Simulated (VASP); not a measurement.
# BiO5 (P6/mmm) in VASP: relaxation of cell and atoms with PBE

Aim: the relaxation of cell and atoms of BiO5 with PBE.

Program: VASP 6.6.1. These are calculated values, not measurements. Logs are shortened: lines on timing, memory, paths and dates and some standing lists are left out, and cuts for length are marked.

## Step 1: The cell of the first run

The structure is hexagonal, space group P6/mmm (No. 191). Conventional cell: a = 4.068 Å, b = 4.068 Å, c = 5.522 Å, α = 90.00°, β = 90.00°, γ = 120.00°. Bi (site symmetry 6/mmm) has 14 O at 2.76 to 2.86 Å within 3.6 Å. Within 3.0 Å of O (site symmetry 3m) lie 7 O at 2.25 to 2.60 Å and 3 Bi at 2.86 Å. Within 3.4 Å of O (site symmetry 6/mmm) lie 12 O at 2.60 Å and 2 Bi at 2.76 Å.

The cell was generated, and may not be a known phase.

## Step 2: Relaxation of cell and atoms, PBE

Input file INCAR:

```
PREC = Accurate ; ENCUT = 1340
EDIFF = 1E-7 ; ISMEAR = 0
SIGMA = 0.2 ; LREAL = F
LASPH = T ; NELM = 120
ALGO = Normal ; ISIF = 3
LWAVE = F ; LCHARG = F
GGA = PE ; IBRION = 2
NSW = 36 ; EDIFFG = -0.08
GGA_COMPAT = F ; NELMIN = 4
```

Input file KPOINTS:

```
Automatic mesh
0
Gamma
  5 5 3
```

Input file POSCAR:

```
BiO5
1.0
    4.0678412500      0.0000000000      0.0000000000
   -2.0339206200      3.5228538600      0.0000000000
    0.0000000000      0.0000000000      5.5218942500
Bi O
1 5
Direct
    0.0000000000      0.0000000000      0.5000000000
    0.6666666700      0.3333333300      0.7959949400
    0.0000000000      0.0000000000      0.0000000000
    0.6666666700      0.3333333300      0.2040050600
    0.3333333300      0.6666666700      0.2040050600
    0.3333333300      0.6666666700      0.7959949400
```

Potentials or basis: VASP PAW PBE potentials, release 64 (Bi_d, O_h).

Launch:

```bash
> cat potpaw_PBE.64/Bi_d/POTCAR potpaw_PBE.64/O_h/POTCAR > POTCAR
> mpirun -np 1 vasp_std > vasp.out
```

OUTCAR:

```text
PREC = Accurate
   ENCUT = 1340
   EDIFF = 1E-7
   ISMEAR = 0
   LREAL = F
   LASPH = T
   NELM = 120
   ISIF = 3
   GGA = PE
   IBRION = 2
   NSW = 36
   EDIFFG = -0.08
   NELMIN = 4

 ion  position               nearest neighbor table
   1  0.000  0.000  0.500-
   2  0.667  0.333  0.796-
   3  0.000  0.000  0.000-
   4  0.667  0.333  0.204-
   5  0.333  0.667  0.204-
   6  0.333  0.667  0.796-

  LATTYP: Found a hexagonal cell.
 ALAT       =     4.0678412500
 C/A-ratio  =     1.3574507732

  Lattice vectors:

 A1 = (   4.0678412500,   0.0000000000,   0.0000000000)
 A2 = (  -2.0339206200,   3.5228538600,   0.0000000000)
 A3 = (   0.0000000000,   0.0000000000,   5.5218942500)

Analysis of symmetry for initial positions (statically):
=====================================================================
 Subroutine PRICEL returns:
 Original cell was already a primitive cell.

 Routine SETGRP: Setting up the symmetry group for a
 hexagonal supercell.

 Subroutine GETGRP returns: Found 24 space group operations
 (whereof 24 operations were pure point group operations)
 out of a pool of 24 trial point group operations.

The static configuration has the point symmetry D_6h.

Analysis of symmetry for dynamics (positions and initial velocities):
=====================================================================
 Subroutine PRICEL returns:
 Original cell was already a primitive cell.

 Routine SETGRP: Setting up the symmetry group for a
 hexagonal supercell.

 Subroutine GETGRP returns: Found 24 space group operations
 (whereof 24 operations were pure point group operations)
 out of a pool of 24 trial point group operations.

The dynamic configuration has the point symmetry D_6h.

 Subroutine INISYM returns: Found 24 space group operations
 (whereof 24 operations are pure point group operations),
 and found     1 'primitive' translations

----------------------------------------------------------------------------------------

                                     Primitive cell

  volume of cell :      79.1310

  direct lattice vectors                    reciprocal lattice vectors
     4.067841250  0.000000000  0.000000000     0.245830636  0.141930383  0.000000000
    -2.033920620  3.522853860  0.000000000     0.000000000  0.283860767  0.000000000
     0.000000000  0.000000000  5.521894250     0.000000000  0.000000000  0.181097275

  length of vectors
     4.067841250  4.067841247  5.521894250     0.283860767  0.283860767  0.181097275

  position of ions in fractional coordinates (direct lattice)
     0.000000000  0.000000000  0.500000000
     0.666666670  0.333333330  0.795994940
     0.000000000  0.000000000  0.000000000
     0.666666670  0.333333330  0.204005060
     0.333333330  0.666666670  0.204005060
     0.333333330  0.666666670  0.795994940

  ion indices of the primitive-cell ions
   primitive index   ion index
                 1           1
                 2           2
                 3           3
                 4           4
                 5           5
                 6           6

----------------------------------------------------------------------------------------

 KPOINTS: Automatic mesh

Automatic generation of k-mesh.
 Grid dimensions read from file:
 generate k-points for:    5    5    3

 Generating k-lattice:

  Cartesian coordinates                     Fractional coordinates (reciprocal lattice)
     0.049166127  0.028386077  0.000000000     0.200000000  0.000000000  0.000000000
     0.000000000  0.056772153  0.000000000     0.000000000  0.200000000  0.000000000
     0.000000000  0.000000000  0.060365758     0.000000000  0.000000000  0.333333333

  Length of vectors
     0.056772153  0.056772153  0.060365758

  Shift w.r.t. Gamma in fractional coordinates (k-lattice)
     0.000000000  0.000000000  0.000000000

 Subroutine IBZKPT returns following result:
 ===========================================

 Found     10 irreducible k-points:

 Following reciprocal coordinates:
            Coordinates               Weight
  0.000000  0.000000  0.000000      1.000000
  0.200000 -0.000000  0.000000      6.000000
  0.400000 -0.000000  0.000000      6.000000
  0.200000  0.200000  0.000000      6.000000
  0.400000  0.200000  0.000000      6.000000
  0.000000  0.000000  0.333333      2.000000
  0.200000 -0.000000  0.333333     12.000000
  0.400000 -0.000000  0.333333     12.000000
  0.200000  0.200000  0.333333     12.000000
  0.400000  0.200000  0.333333     12.000000
   k-points           NKPTS =     10   k-points in BZ     NKDIM =     10   number of bands    NBANDS=     27
   number of dos      NEDOS =    301   number of ions     NIONS =      6
   total plane-waves  NPLWV = 175000
   dimension x,y,z NGX =    50 NGY =   50 NGZ =   70
   dimension x,y,z NGXF=   100 NGYF=  100 NGZF=  140
   ions per type =               1   5
   NGX,Y,Z   is equivalent  to a cutoff of  20.43, 20.43, 21.07 a.u.
   NGXF,Y,Z  is equivalent  to a cutoff of  40.87, 40.87, 42.15 a.u.
 SYSTEM =  unknown system
   PREC   = accura    normal or accurate (medium, high low for compatibility)
   ISTART =      0    job   : 0-new  1-cont  2-samecut
   ICHARG =      2    charge: 1-file 2-atom 10-const
   ISPIN  =      1    spin polarized calculation?
   LNONCOLLINEAR =      F non collinear calculations
   LSORBIT =      F    spin-orbit coupling
   LASPH  =      T    aspherical Exc in radial PAW
   ENCUT  = 1340.0 eV  98.49 Ry    9.92 a.u.  12.14 12.14 16.48*2*pi/ulx,y,z
   NELM   =    120;   NELMIN=  4; NELMDL= -5     # of ELM steps
   EDIFF  = 0.1E-06   stopping-criterion for ELM
   LREAL  =      F    real-space projection
   EDIFFG = -.8E-01   stopping-criterion for IOM
   NSW    =     36    number of steps for IOM
   IBRION =      2    ionic relax: 0-MD 1-quasi-New 2-CG
   NFREE  =      1    steps in history (QN), initial steepest desc. (CG)
   ISIF   =      3    stress and relaxation
   ISYM   =      2    0-nonsym 1-usesym 2-fastsym
   POTIM  = 0.5000    time-step for ionic-motion
   TEBEG  =    0.0;   TEEND  =   0.0 temperature during run
   PSTRESS=    0.0 pullay stress
   NELECT =      45.0000    total number of electrons
   NUPDOWN=      -1.0000    fix difference up-down
   EMIN   =  10.00;   EMAX   =-10.00  energy-range for DOS
   EFERMI =   0.00;   METHOD = LEGACY
   ISMEAR =     0;   SIGMA  =   0.20  broadening in eV -4-tet -1-fermi 0-gaus
   EFERMI_NEDOS =   21; number of points for ismear=-14 and -15
   IALGO  =     38    algorithm
   IMIX   =      4    mixing-type and parameters
     AMIX     =   0.40;   BMIX     =  1.00
     AMIX_MAG =   1.60;   BMIX_MAG =  1.00
  volume/ion in A,a.u.               =      13.19        89.00
  Fermi-wavevector in a.u.,A,eV,Ry     =   1.356324  2.563081 25.029477  1.839615
  Thomas-Fermi vector in A             =   2.483337
   LORBIT       =      0    0 simple, 1 ext, 2 COOP (PROOUT), +10 PAW based schemes
   GGA     = PE    functional components
   LHFCALC =     F    Hartree Fock is set to
   AEXX    =    0.0000 exact exchange contribution
   IVDW    =     0    specifies the selected vdW correction
   LEPSILON=     F    determine dielectric tensor
   LRPA    =     F    only Hartree local field effects (RPA)
 conjugate gradient relaxation of ions
 non-spin polarized calculation
 Gauss-broadening in eV      SIGMA  =   0.20
  energy-cutoff  :     1340.00
  volume of cell :       79.13
 maximum number of plane-waves:      8843
 NGX is ok and might be reduce to    50
   NGX = 25   NGY = 25   NGZ = 33

--------------------------------------- Ionic step        1  -------------------------------------------

 number of electron      45.0000001 magnetization

 Free energy of the ion-electron system (eV)
  ---------------------------------------------------
  ext. energy  EPLUGINS =         0.00000000
  ---------------------------------------------------
  free energy    TOTEN  =       -20.57698428 eV

  energy without entropy =      -20.35327138  energy(sigma->0) =      -20.46512783

------------------------ aborting loop because EDIFF is reached ----------------------------------------

  FORCE on cell =-STRESS in cart. coord.  units (eV):
  Direction    XX          YY          ZZ          XY          YZ          ZX
  --------------------------------------------------------------------------------------
  -------------------------------------------------------------------------------------
  Total       -7.3267319     -7.3267319    -10.3057751     -0.0000000      0.0000000      0.0000000
  in kB     -148.3454310   -148.3454309   -208.6625614     -0.0000002      0.0000000      0.0000000
  external PRESSURE =    -168.4511411 kB  Pullay stress =       0.0000000 kB
[... 101 lines left out ...]
  FREE ENERGIE OF THE ION-ELECTRON SYSTEM (eV)
  ---------------------------------------------------
  free  energy   TOTEN  =       -21.7671804712 eV

  energy  without entropy=      -21.5764940744  energy(sigma->0) =      -21.67183727

 E-fermi :   3.7969     XC(G=0): -10.1641

 val. band max:        3.7812251839   @ k =   0.4000  -0.0000   0.3333
 cond. band min:       3.8661153197   @ k =   0.2000  -0.0000   0.0000
 fundamental gap:      0.0848901358
 Fermi energy:         3.7968500541

 k-point     1 :       0.0000    0.0000    0.0000
  band No.  band energies     occupation
      1     -21.2747      2.00000
      2     -20.0279      2.00000
      3     -19.2478      2.00000
      4     -19.2478      2.00000
      5     -18.8935      2.00000
      6     -18.8935      2.00000
[... 289 lines left out ...]
     26       8.4387      0.00000
     27      10.0635      0.00000

[... ionic steps 4 to 32 ...]

--------------------------------------- Ionic step       33  -------------------------------------------

 number of electron      44.9999997 magnetization

------------------------ aborting loop because EDIFF is reached ----------------------------------------

  FORCE on cell =-STRESS in cart. coord.  units (eV):
  Direction    XX          YY          ZZ          XY          YZ          ZX
  --------------------------------------------------------------------------------------
  -------------------------------------------------------------------------------------
  Total        0.5843062      0.5843062      1.2486522      0.0000000     -0.0000000      0.0000000
  in kB       11.2046448     11.2046448     23.9441325      0.0000000     -0.0000000      0.0000000
  external PRESSURE =      15.4511407 kB  Pullay stress =       0.0000000 kB
[... 65 lines left out ...]
  energy  without entropy=      -28.3307870161  energy(sigma->0) =      -28.39845791

--------------------------------------- Ionic step       35  -------------------------------------------

 number of electron      44.9999997 magnetization

 Free energy of the ion-electron system (eV)
  ---------------------------------------------------
  ext. energy  EPLUGINS =         0.00000000
  ---------------------------------------------------
  free energy    TOTEN  =       -28.46720720 eV

  energy without entropy =      -28.33066828  energy(sigma->0) =      -28.39893774

 E-fermi :   3.0960     XC(G=0):  -9.7543

 val. band max:        3.0945397865   @ k =   0.4000  -0.0000   0.3333
 cond. band min:       3.1592277994   @ k =   0.2000  -0.0000   0.0000
 fundamental gap:      0.0646880128
 Fermi energy:         3.0959835936

 k-point     1 :       0.0000    0.0000    0.0000
  band No.  band energies     occupation
      1     -21.4888      2.00000
      2     -20.8389      2.00000
      3     -20.0166      2.00000
      4     -20.0166      2.00000
      5     -19.7341      2.00000
      6     -19.6287      2.00000
[... 322 lines left out ...]
  FREE ENERGIE OF THE ION-ELECTRON SYSTEM (eV)
  ---------------------------------------------------
  free  energy   TOTEN  =       -28.4672071964 eV

  energy  without entropy=      -28.3306682758  energy(sigma->0) =      -28.39893774

 reached required accuracy - stopping structural energy minimisation
```

Wall time 44 min (1 thread of AMD EPYC 7R13 (Zen 3), shared host); peak memory 0.51 GiB.

Results:

- Free energy: -28.4672 eV
- Relaxed volume: 14.01 Å³/atom
- Relaxed cell: a = 4.717 Å, b = 4.717 Å, c = 4.362 Å, α = 90.00°, β = 90.00°, γ = 120.00°
- Space group after relaxing (to 0.1 Å): P6/mmm (No. 191)
- Pressure after relaxing: 0.5 GPa
- Largest force after relaxing: 0.053 eV/Å
- Band gap on the k mesh: zero (an odd number of electrons rules out a gap without spin polarisation)

Forces in eV/Å, atoms in the order of the input:
```
Bi   0.000  0.000  0.000
O    0.000  0.000 -0.053
O    0.000  0.000  0.000
O    0.000  0.000  0.053
O    0.000  0.000  0.053
O    0.000  0.000 -0.053
```

Final structure:
```xyz
6
Lattice="4.7167 0.0000 0.0000 -2.3584 4.0848 0.0000 0.0000 0.0000 4.3617" Properties=species:S:1:pos:R:3 pbc="T T T"
Bi    0.0000    0.0000    2.1808
O     2.3584    1.3616    2.8432
O     0.0000    0.0000    0.0000
O     2.3584    1.3616    1.5185
O     0.0000    2.7232    1.5185
O     0.0000    2.7232    2.8432
```

Caveat: the k points lie up to 0.48 Å⁻¹ apart in the final cell, too coarse for converged energies and pressures of a metal; a cell axis changed by over 15 % at a fixed basis, so the end point is rough; spin-orbit coupling is left out, which moves the levels of the heavy elements; an odd number of electrons without spin polarisation forces a metal; a magnetic or distorted state may lie lower; the relaxation stopped at a loose force limit of 0.08 eV/Å, so its end isn't a converged minimum.

The gap in the log of VASP goes by the Fermi energy; the results here count the filled bands.